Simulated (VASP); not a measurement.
Ge3S, 4 atoms in the cell. It takes space group Fm-3m (No. 225, cubic). The conventional cell has a = 6.851 Å, b = 6.851 Å, c = 6.851 Å, α = 90.00°, β = 90.00°, γ = 90.00°. Within 3.9 Å of Ge (site symmetry m-3m) lie 8 Ge at 2.97 Å and 6 S at 3.43 Å. Ge (site symmetry -43m) has 10 Ge at 2.97 to 3.43 Å and 4 S at 2.97 Å within 3.9 Å. Within 3.9 Å of S (site symmetry m-3m) lie 14 Ge at 2.97 to 3.43 Å. 

```yaml
Program: VASP 6.6.1
Task: single point
Functional: PBE
Potentials_or_basis: VASP PAW PBE potentials, release 64 (Ge_d, S)
Cutoff: 520 eV
k_mesh: 4 × 4 × 4
Occupations: gaussian, width 0.1 eV
Spin: no spin polarisation
Dipole_correction: no
Further_INCAR_settings: ALGO = Normal; EDIFF = 1e-06; NBANDS = 32
```

Potentials or basis: VASP PAW PBE potentials, release 64 (Ge_d, S).

The run is started by

```sh
$ cat potpaw_PBE.64/Ge_d/POTCAR potpaw_PBE.64/S/POTCAR > POTCAR
$ mpirun -np 1 vasp_std > vasp.out
```

Hardware: 1 thread of Intel Xeon 6975P-C, on a shared host.

Task: How long does it take, and how much memory?

Result: It took 20 s on 1 thread of Intel Xeon 6975P-C, with other jobs on the host, peak memory 0.2 GiB. Counts: scf iterations 12, k points 8.
